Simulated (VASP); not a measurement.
# TaN (P6_3/mmc) in VASP: notebook, part 2 of 3

VASP 6.6.1.

**3. Electric field gradients, PBE (zz strain of +3 %)**

Contents of INCAR:

```
PREC = Accurate
ENCUT = 520
EDIFF = 1E-8
ISMEAR = -1
SIGMA = 0.01
LREAL = False
LASPH = True
NELM = 80
ALGO = Normal
ISIF = 2
LWAVE = False
LCHARG = False
GGA = PE
LEFG = True
NBANDS = 24
```

Contents of KPOINTS:

```
regular mesh
0
Gamma
  9 9 5
```

Contents of POSCAR:

```
TaN
1.0
    3.0480019786      0.0000000000      0.0000000000
   -1.5240009893      2.6396471442      0.0000000000
    0.0000000000      0.0000000000      5.0655400000
Ta N
2 2
Direct
    0.0000000000      0.0000000000      0.0000000000
    0.0000000000      0.0000000000      0.5000000000
    0.3333333333      0.6666666667      0.2500000000
    0.6666666667      0.3333333333      0.7500000000
```

Potentials or basis: VASP PAW PBE potentials, release 64 (Ta_pv, N).

Command:

```
> cat potpaw_PBE.64/Ta_pv/POTCAR potpaw_PBE.64/N/POTCAR > POTCAR
> mpirun -np 1 vasp_std > vasp.out
```

OUTCAR:

```text
PREC = Accurate
   ENCUT = 520
   EDIFF = 1E-8
   ISMEAR = -1
   LREAL = False
   LASPH = True
   NELM = 80
   ISIF = 2
   GGA = PE

 ion  position               nearest neighbor table
   1  0.000  0.000  0.000-   3 2.17   4 2.17   3 2.17   4 2.17   4 2.17   3 2.17   2 2.53   2 2.53

   2  0.000  0.000  0.500-   3 2.17   4 2.17   3 2.17   4 2.17   4 2.17   3 2.17   1 2.53   1 2.53

   3  0.333  0.667  0.250-   1 2.17   2 2.17   1 2.17   2 2.17   1 2.17   2 2.17
   4  0.667  0.333  0.750-   1 2.17   2 2.17   1 2.17   2 2.17   1 2.17   2 2.17

  LATTYP: Found a hexagonal cell.
 ALAT       =     3.0480019786
 C/A-ratio  =     1.6619214933

  Lattice vectors:

 A1 = (   3.0480019786,   0.0000000000,   0.0000000000)
 A2 = (  -1.5240009893,   2.6396471442,   0.0000000000)
 A3 = (   0.0000000000,   0.0000000000,   5.0655400000)

Analysis of symmetry for initial positions (statically):
=====================================================================
 Subroutine PRICEL returns:
 Original cell was already a primitive cell.

 Routine SETGRP: Setting up the symmetry group for a
 hexagonal supercell.

 Subroutine GETGRP returns: Found 24 space group operations
 (whereof 12 operations were pure point group operations)
 out of a pool of 24 trial point group operations.

The static configuration has the point symmetry D_3d.
 The point group associated with its full space group is D_6h.

Analysis of symmetry for dynamics (positions and initial velocities):
=====================================================================
 Subroutine PRICEL returns:
 Original cell was already a primitive cell.

 Routine SETGRP: Setting up the symmetry group for a
 hexagonal supercell.

 Subroutine GETGRP returns: Found 24 space group operations
 (whereof 12 operations were pure point group operations)
 out of a pool of 24 trial point group operations.

The dynamic configuration has the point symmetry D_3d.
 The point group associated with its full space group is D_6h.

 Subroutine INISYM returns: Found 24 space group operations
 (whereof 12 operations are pure point group operations),
 and found     1 'primitive' translations

----------------------------------------------------------------------------------------

                                     Primitive cell

  volume of cell :      40.7556

  direct lattice vectors                    reciprocal lattice vectors
     3.048001979  0.000000000  0.000000000     0.328083777  0.189419257  0.000000000
    -1.524000989  2.639647144  0.000000000     0.000000000  0.378838513  0.000000000
     0.000000000  0.000000000  5.065540000     0.000000000  0.000000000  0.197412319

  length of vectors
     3.048001979  3.048001979  5.065540000     0.378838513  0.378838513  0.197412319

  position of ions in fractional coordinates (direct lattice)
     0.000000000  0.000000000  0.000000000
     0.000000000  0.000000000  0.500000000
     0.333333333  0.666666667  0.250000000
     0.666666667  0.333333333  0.750000000

  ion indices of the primitive-cell ions
   primitive index   ion index
[... 85 lines left out ...]
   TEBEG  =    0.0;   TEEND  =   0.0 temperature during run
   PSTRESS=    0.0 pullay stress
   NELECT =      32.0000    total number of electrons
   NUPDOWN=      -1.0000    fix difference up-down
   EMIN   =  10.00;   EMAX   =-10.00  energy-range for DOS
   EFERMI =   0.00;   METHOD = LEGACY
   ISMEAR =    -1;   SIGMA  =   0.01  broadening in eV -4-tet -1-fermi 0-gaus
   EFERMI_NEDOS =   21; number of points for ismear=-14 and -15
   IALGO  =     38    algorithm
   IMIX   =      4    mixing-type and parameters
     AMIX     =   0.40;   BMIX     =  1.00
     AMIX_MAG =   1.60;   BMIX_MAG =  1.00
  volume/ion in A,a.u.               =      10.19        68.76
  Fermi-wavevector in a.u.,A,eV,Ry     =   1.510298  2.854049 31.034874  2.280999
  Thomas-Fermi vector in A             =   2.620506
   LORBIT       =      0    0 simple, 1 ext, 2 COOP (PROOUT), +10 PAW based schemes
   GGA     = PE    functional components
   LHFCALC =     F    Hartree Fock is set to
   AEXX    =    0.0000 exact exchange contribution
   IVDW    =     0    specifies the selected vdW correction
   LEPSILON=     F    determine dielectric tensor
   LRPA    =     F    only Hartree local field effects (RPA)
 non-spin polarized calculation
  energy-cutoff  :      520.00
  volume of cell :       40.76
 maximum number of plane-waves:      1117
 NGX is ok and might be reduce to    24
   NGX = 11   NGY = 11   NGZ = 19

 number of electron      32.0000004 magnetization

 Free energy of the ion-electron system (eV)
  ---------------------------------------------------
  ext. energy  EPLUGINS =         0.00000000
  ---------------------------------------------------
  free energy    TOTEN  =       -42.08161132 eV

  energy without entropy =      -42.08090652  energy(sigma->0) =      -42.08125892

 E-fermi :   9.4738     XC(G=0): -13.5943

 val. band max:        9.4070600308   @ k =   0.4444   0.0000   0.0000
 cond. band min:       9.4867339920   @ k =   0.2222   0.2222   0.4000
 fundamental gap:      0.0796739611
 Fermi energy:         9.4738490357

 k-point     1 :       0.0000    0.0000    0.0000
  band No.  band energies     occupation
      1     -27.3035      2.00000
      2     -25.7552      2.00000
      3     -25.7552      2.00000
      4     -25.4682      2.00000
      5     -25.4682      2.00000
      6     -24.8544      2.00000
[... 637 lines left out ...]
     23      16.7774      0.00000
     24      16.7774      0.00000

 [... further k-points ...]
[... 5 lines left out ...]
  --------------------------------------------------------------------------------------
  -------------------------------------------------------------------------------------
  Total        4.3255124      4.3255124     23.6460927      0.0000000      0.0000000     -0.0000000
  in kB      170.0439867    170.0439867    929.5721437      0.0000000      0.0000000     -0.0000000
  external PRESSURE =     423.2200390 kB  Pullay stress =       0.0000000 kB

 VOLUME and BASIS-vectors are now :
 -----------------------------------------------------------------------------
  energy-cutoff  :      520.00
  volume of cell :       40.76
      direct lattice vectors                 reciprocal lattice vectors
     3.048001979  0.000000000  0.000000000     0.328083777  0.189419257  0.000000000
    -1.524000989  2.639647144  0.000000000     0.000000000  0.378838513  0.000000000
     0.000000000  0.000000000  5.065540000     0.000000000  0.000000000  0.197412319

 POSITION                                       TOTAL-FORCE (eV/Angst)
 -----------------------------------------------------------------------------------
      0.00000      0.00000      0.00000         0.000000      0.000000      0.000000
      0.00000      0.00000      2.53277         0.000000      0.000000      0.000000
     -0.00000      1.75976      1.26639         0.000000      0.000000     -0.000000
      1.52400      0.87988      3.79916        -0.000000     -0.000000      0.000000
 -----------------------------------------------------------------------------------
    total drift:                               -0.000000      0.000000      0.000000

  FREE ENERGIE OF THE ION-ELECTRON SYSTEM (eV)
  ---------------------------------------------------
  free  energy   TOTEN  =       -42.0816113166 eV

  energy  without entropy=      -42.0809065183  energy(sigma->0) =      -42.08125892

 Electric field gradients (V/A^2)
---------------------------------------------------------------------
 ion       V_xx      V_yy      V_zz      V_xy      V_xz      V_yz
---------------------------------------------------------------------
   1      94.480    94.480  -188.960    -0.000    -0.000     0.000
   2      94.480    94.480  -188.960    -0.000     0.000    -0.000
   3      -1.696    -1.695     3.391     0.001     0.000     0.000
   4      -1.696    -1.695     3.391     0.001     0.000     0.000
---------------------------------------------------------------------

 Electric field gradients after diagonalization (V/A^2)
 (convention: |V_zz| > |V_xx| > |V_yy|)
----------------------------------------------------------------------
 ion       V_xx      V_yy      V_zz     asymmetry (V_yy - V_xx)/ V_zz
----------------------------------------------------------------------
   1      94.480    94.479  -188.960       0.000
   2      94.480    94.479  -188.960       0.000
   3      -1.696    -1.695     3.391       0.000
   4      -1.696    -1.695     3.391       0.000
----------------------------------------------------------------------

           NMR quadrupolar parameters

 Cq : quadrupolar parameter    Cq=e*Q*V_zz/h
 eta: asymmetry parameters     (V_yy - V_xx)/ V_zz
 Q  : nuclear electric quadrupole moment in mb (millibarn)
----------------------------------------------------------------------
 ion       Cq(MHz)       eta       Q (mb)
----------------------------------------------------------------------
   1      -0.457       0.000       1.000
   2      -0.457       0.000       1.000
   3       0.008       0.000       1.000
   4       0.008       0.000       1.000
----------------------------------------------------------------------
```

stdout:

```text
POSCAR found type information on POSCAR TaN
 POSCAR found :  2 types and       4 ions
 scaLAPACK will be used
 LDA part: xc-table for (Slater+PW92), standard interpolation
 POSCAR, INCAR and KPOINTS ok, starting setup
 FFT: planning ... GRIDC
 FFT: planning ... GRID_SOFT
 FFT: planning ... GRID
 WAVECAR not read
 entering main loop
ion   1

ion   2

ion   3

ion   4
```

It took 26 s on 1 thread of Intel Xeon 6975P-C, shared host; peak memory 0.18 GiB.

What came out:

| Property | Result |
| --- | --- |
| Free energy | -42.0816 eV |
| Pressure | 42.3 GPa |
| Band gap on the k mesh | zero (band 16 reaches 10.06 eV, above the bottom of band 17 at 8.06 eV) |

Stress tensor (GPa, compression positive):
```
17.00  0.00  0.00
 0.00 17.00  0.00
 0.00  0.00 92.96
```

Levels at points of the mesh, in eV from the Fermi level:
```
           k point  band 14  band 15  band 16  band 17  band 18  band 19
(0.00, 0.00, 0.00)    -3.44    -3.44    -1.41    -1.41    -0.57    -0.57
```

Electric field gradients, principal values (V/Å²):
| atom | least | middle | greatest (by size) |
| --- | --- | --- | --- |
| 1 Ta | 94.479 | 94.480 | -188.960 |
| 2 Ta | 94.479 | 94.480 | -188.960 |
| 3 N | -1.695 | -1.696 | 3.391 |
| 4 N | -1.695 | -1.696 | 3.391 |

Caveat: the cell differs from its parent crystal (zz strain of +3 %); without QUAD_EFG the Cq values of the log hold for a quadrupole moment of 1 mb, not for the nuclei; spin-orbit coupling is left out, which moves the levels of the heavy elements.

**4. Electric field gradients, PBE (equal xx and yy strain of +1 %)**

Contents of INCAR:

```
SYSTEM = TaN
ALGO = Normal
EDIFF = 1E-8
ENCUT = 520
GGA = PE
ISIF = 2
ISMEAR = -1
LASPH = .TRUE.
LCHARG = .FALSE.
LEFG = .TRUE.
LREAL = .FALSE.
LWAVE = .FALSE.
NBANDS = 24
NELM = 60
PREC = Accurate
SIGMA = 0.01
```

Contents of KPOINTS:

```
k-points
0
G
  9 9 5
  0 0 0
```

Contents of POSCAR:

```
TaN
1.0
    3.0784819984      0.0000000000      0.0000000000
   -1.5392409992      2.6660436156      0.0000000000
    0.0000000000      0.0000000000      4.9180000000
Ta N
2 2
Direct
    0.0000000000      0.0000000000      0.0000000000
    0.0000000000      0.0000000000      0.5000000000
    0.3333333333      0.6666666667      0.2500000000
    0.6666666667      0.3333333333      0.7500000000
```

Potentials or basis: VASP PAW PBE potentials, release 64 (Ta_pv, N).

Command:

```
> cat potpaw_PBE.64/Ta_pv/POTCAR potpaw_PBE.64/N/POTCAR > POTCAR
> mpirun -np 1 vasp_std > vasp.out
```

OUTCAR:

```text
SYSTEM = TaN
   EDIFF = 1E-8
   ENCUT = 520
   GGA = PE
   ISIF = 2
   ISMEAR = -1
   LASPH = .TRUE.
   LREAL = .FALSE.
   NELM = 60
   PREC = Accurate

 ion  position               nearest neighbor table
   1  0.000  0.000  0.000-   3 2.16   4 2.16   3 2.16   4 2.16   4 2.16   3 2.16   2 2.46   2 2.46

   2  0.000  0.000  0.500-   3 2.16   4 2.16   3 2.16   4 2.16   4 2.16   3 2.16   1 2.46   1 2.46

   3  0.333  0.667  0.250-   1 2.16   2 2.16   1 2.16   2 2.16   1 2.16   2 2.16
   4  0.667  0.333  0.750-   1 2.16   2 2.16   1 2.16   2 2.16   1 2.16   2 2.16

  LATTYP: Found a hexagonal cell.
 ALAT       =     3.0784819984
 C/A-ratio  =     1.5975406069

  Lattice vectors:

 A1 = (   3.0784819984,   0.0000000000,   0.0000000000)
 A2 = (  -1.5392409992,   2.6660436156,   0.0000000000)
 A3 = (   0.0000000000,   0.0000000000,   4.9180000000)

Analysis of symmetry for initial positions (statically):
=====================================================================
 Subroutine PRICEL returns:
 Original cell was already a primitive cell.

 Routine SETGRP: Setting up the symmetry group for a
 hexagonal supercell.

 Subroutine GETGRP returns: Found 24 space group operations
 (whereof 12 operations were pure point group operations)
 out of a pool of 24 trial point group operations.

The static configuration has the point symmetry D_3d.
 The point group associated with its full space group is D_6h.

Analysis of symmetry for dynamics (positions and initial velocities):
=====================================================================
 Subroutine PRICEL returns:
 Original cell was already a primitive cell.

 Routine SETGRP: Setting up the symmetry group for a
[... 173 lines left out ...]
      6     -24.4760      2.00000
[... 637 lines left out ...]
     23      16.8258      0.00000
     24      16.8258      0.00000

 [... further k-points ...]
[... 5 lines left out ...]
  --------------------------------------------------------------------------------------
  -------------------------------------------------------------------------------------
  Total        6.1647310      6.1647310     26.8346238      0.0000000      0.0000000      0.0000000
  in kB      244.6990728    244.6990728   1065.1571856      0.0000000      0.0000000      0.0000000
  external PRESSURE =     518.1851104 kB  Pullay stress =       0.0000000 kB

 VOLUME and BASIS-vectors are now :
 -----------------------------------------------------------------------------
  energy-cutoff  :      520.00
  volume of cell :       40.36
      direct lattice vectors                 reciprocal lattice vectors
     3.078481998  0.000000000  0.000000000     0.324835422  0.187543819  0.000000000
    -1.539240999  2.666043616  0.000000000     0.000000000  0.375087637  0.000000000
     0.000000000  0.000000000  4.918000000     0.000000000  0.000000000  0.203334689

 POSITION                                       TOTAL-FORCE (eV/Angst)
 -----------------------------------------------------------------------------------
      0.00000      0.00000      0.00000        -0.000000      0.000000      0.000000
      0.00000      0.00000      2.45900        -0.000000      0.000000      0.000000
     -0.00000      1.77736      1.22950        -0.000000      0.000000      0.000000
      1.53924      0.88868      3.68850         0.000000     -0.000000     -0.000000
 -----------------------------------------------------------------------------------
    total drift:                               -0.000000      0.000000      0.000000

  FREE ENERGIE OF THE ION-ELECTRON SYSTEM (eV)
  ---------------------------------------------------
  free  energy   TOTEN  =       -41.4330075066 eV

  energy  without entropy=      -41.4312667334  energy(sigma->0) =      -41.43213712

 Electric field gradients (V/A^2)
---------------------------------------------------------------------
 ion       V_xx      V_yy      V_zz      V_xy      V_xz      V_yz
---------------------------------------------------------------------
   1      86.094    86.094  -172.188    -0.000    -0.000     0.000
   2      86.094    86.094  -172.188    -0.000     0.000    -0.000
   3      -3.002    -3.001     6.003     0.000     0.000     0.000
   4      -3.002    -3.001     6.003     0.000     0.000     0.000
---------------------------------------------------------------------

 Electric field gradients after diagonalization (V/A^2)
 (convention: |V_zz| > |V_xx| > |V_yy|)
----------------------------------------------------------------------
 ion       V_xx      V_yy      V_zz     asymmetry (V_yy - V_xx)/ V_zz
----------------------------------------------------------------------
   1      86.094    86.093  -172.188       0.000
   2      86.094    86.093  -172.188       0.000
   3      -3.002    -3.001     6.003       0.000
   4      -3.002    -3.001     6.003       0.000
----------------------------------------------------------------------

           NMR quadrupolar parameters

 Cq : quadrupolar parameter    Cq=e*Q*V_zz/h
 eta: asymmetry parameters     (V_yy - V_xx)/ V_zz
 Q  : nuclear electric quadrupole moment in mb (millibarn)
----------------------------------------------------------------------
 ion       Cq(MHz)       eta       Q (mb)
----------------------------------------------------------------------
   1      -0.416       0.000       1.000
   2      -0.416       0.000       1.000
   3       0.015       0.000       1.000
   4       0.015       0.000       1.000
----------------------------------------------------------------------
```

OSZICAR:

```text
N       E                     dE             d eps       ncg     rms          rms(c)
DAV:   1     0.276077895556E+03    0.27608E+03   -0.17357E+04  1728   0.142E+03
DAV:   2    -0.326641974209E+02   -0.30874E+03   -0.29389E+03  2096   0.420E+02
DAV:   3    -0.465937806211E+02   -0.13930E+02   -0.13687E+02  2128   0.868E+01
DAV:   4    -0.467565509142E+02   -0.16277E+00   -0.16222E+00  1968   0.980E+00
DAV:   5    -0.467587195787E+02   -0.21687E-02   -0.21681E-02  2176   0.939E-01    0.392E+01
DAV:   6    -0.416283757525E+02    0.51303E+01   -0.19677E+01  2056   0.307E+01    0.177E+01
DAV:   7    -0.414823671116E+02    0.14601E+00   -0.11912E+00  1944   0.779E+00    0.108E+01
DAV:   8    -0.414408242950E+02    0.41543E-01   -0.14670E-01  2088   0.284E+00    0.147E+00
DAV:   9    -0.414331542939E+02    0.76700E-02   -0.22467E-02  2032   0.940E-01    0.430E-01
DAV:  10    -0.414330645439E+02    0.89750E-04   -0.18749E-03  2120   0.352E-01    0.759E-02
DAV:  11    -0.414330086706E+02    0.55873E-04   -0.12100E-04  2080   0.844E-02    0.116E-02
DAV:  12    -0.414330083643E+02    0.30632E-06   -0.47875E-06  2120   0.141E-02    0.472E-03
DAV:  13    -0.414330075707E+02    0.79360E-06   -0.20161E-07  2080   0.298E-03    0.303E-03
DAV:  14    -0.414330074628E+02    0.10795E-06   -0.54491E-08  2120   0.165E-03    0.273E-04
DAV:  15    -0.414330074804E+02   -0.17634E-07   -0.22816E-09  1184   0.342E-04    0.127E-04
DAV:  16    -0.414330075035E+02   -0.23085E-07   -0.29598E-10  1056   0.123E-04    0.569E-05
DAV:  17    -0.414330075066E+02   -0.30864E-08   -0.32392E-11  1040   0.453E-05
   1 F= -.41433008E+02 E0= -.41432137E+02  d E =-.174077E-02
```

Run time: 19 s. Hardware: 1 thread of Intel Xeon Platinum 8488C (Sapphire Rapids), shared host; peak memory 0.17 GiB.

Results:

```
Free energy            : -41.4330 eV
Pressure               : 51.8 GPa
Band gap on the k mesh : zero (band 16 reaches 10.30 eV, above the bottom of band 17 at 7.79 eV)
```

Stress tensor (GPa, compression positive):
```
 24.47   0.00   0.00
  0.00  24.47   0.00
  0.00   0.00 106.52
```

Electric field gradients, principal values (V/Å²):
```
atom   least  middle  greatest (by size)
1 Ta  86.093  86.094            -172.188
2 Ta  86.093  86.094            -172.188
 3 N  -3.001  -3.002               6.003
 4 N  -3.001  -3.002               6.003
```

Caveat: the cell differs from its parent crystal (equal xx and yy strain of +1 %); without QUAD_EFG the Cq values of the log hold for a quadrupole moment of 1 mb, not for the nuclei; spin-orbit coupling is left out, which moves the levels of the heavy elements.

[end of part 2 of 3]
